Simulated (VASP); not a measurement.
The system is Pt.

```
Pt
1.0
     0.00000    1.92087    1.92087
     1.92087    0.00000    1.92087
     1.92087    1.92087    0.00000
Pt
1
Direct
  0.00000 0.00000 0.00000
```

This cell differs from its parent crystal: volume scaled by 0.94.

Base run:

| Item | Value |
| --- | --- |
| Program | VASP 6.6.1 |
| Functional | LDA |
| Potentials or basis | VASP PAW LDA potentials, release 64 (Pt) |
| Cutoff | 520 eV |
| k mesh | 12 × 12 × 12 |
| Occupations | fermi-dirac, width 0.05 eV |
| Spin | no spin polarisation |

Its results: band gap on the k mesh zero (band 5 reaches 12.97 eV, above the bottom of band 6 at 10.47 eV); pressure 14.9 GPa.

Q: The run is repeated on the same cell with these changes: functional from LDA to PBEsol; potentials or basis from VASP PAW LDA potentials, release 64 (Pt) to VASP PAW PBE potentials, release 64 (Pt). What comes out?

A: Band gap on the k mesh zero (band 5 reaches 12.91 eV, above the bottom of band 6 at 10.42 eV); pressure 19.6 GPa.

Caveats: spin-orbit coupling is left out, which moves the levels of the heavy elements; the PAW data sets were made with another functional, which shifts forces and pressure a little (some runs).
